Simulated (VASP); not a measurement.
Write the native input for VASP 6.6.1 that does the following.

```
Task                   : single point
Functional             : PBE
Potentials or basis    : VASP PAW PBE potentials, release 64 (Si, O)
Cutoff                 : 600 eV
k mesh                 : 10 × 10 × 7
Occupations            : fermi-dirac, width 0.05 eV
Spin                   : no spin polarisation
Dipole correction      : no
Further INCAR settings : ALGO = Normal; EDIFF = 1e-06; NBANDS = 44
```

The structure of SiO2 lies in POSCAR:

```
SiO2
1.0
    4.9820000000      0.0000000000      0.0000000000
    0.0000000000      4.9820000000      0.0000000000
    0.0000000000      0.0000000000      6.9630000000
Si O
4 8
Direct
    0.7989700000      0.2010300000      0.7500000000
    0.7010300000      0.7010300000      0.5000000000
    0.2010300000      0.7989700000      0.2500000000
    0.2989700000      0.2989700000      0.0000000000
    0.1034700000      0.2398900000      0.8218700000
    0.2601100000      0.6034700000      0.0718700000
    0.8965300000      0.7601100000      0.3218700000
    0.7398900000      0.3965300000      0.5718700000
    0.6034700000      0.2601100000      0.9281300000
    0.7601100000      0.8965300000      0.6781300000
    0.3965300000      0.7398900000      0.4281300000
    0.2398900000      0.1034700000      0.1781300000
```

One way to write it, as run:

INCAR

```
SYSTEM = SiO2
ALGO     = Normal         ! electronic algorithm
EDIFF    = 1E-6           ! SCF threshold, eV
ENCUT    = 600            ! plane-wave cutoff, eV
GGA      = PE             ! functional
GGA_COMPAT= .FALSE.      
ISIF     = 2              ! what is computed and relaxed
ISMEAR   = -1             ! smearing method
LASPH    = .TRUE.         ! aspherical terms in the spheres
LCHARG   = .TRUE.         ! write CHGCAR
LELF     = .TRUE.         ! ELF
LREAL    = .FALSE.        ! projectors in reciprocal space
LVHAR    = .TRUE.       
LWAVE    = .FALSE.        ! write WAVECAR
NBANDS   = 44             ! bands
NELM     = 120            ! most SCF steps
PREC     = Accurate       ! precision mode
SIGMA    = 0.05           ! smearing width, eV
```

KPOINTS

```
k-points
0
G
  10 10 7
  0 0 0
```

Potentials or basis: VASP PAW PBE potentials, release 64 (Si, O).

The run is started by

```console
$ cat potpaw_PBE.64/Si/POTCAR potpaw_PBE.64/O/POTCAR > POTCAR
$ mpirun -np 1 vasp_std > vasp.out
```

Results of the run:

| Property | Result |
| --- | --- |
| Pressure | 6.2 GPa |
| Largest force | 0.402 eV/Å |
| Band gap on the k mesh | 5.76 eV |

Caveat: the cell stands under pressure; an odd mesh through Γ misses points on the zone boundary, where band edges can lie.

It took 12 min on 1 thread of Intel(R) Xeon(R) Platinum 8488C (Sapphire Rapids) (shared host), peak memory 0.65 GiB.
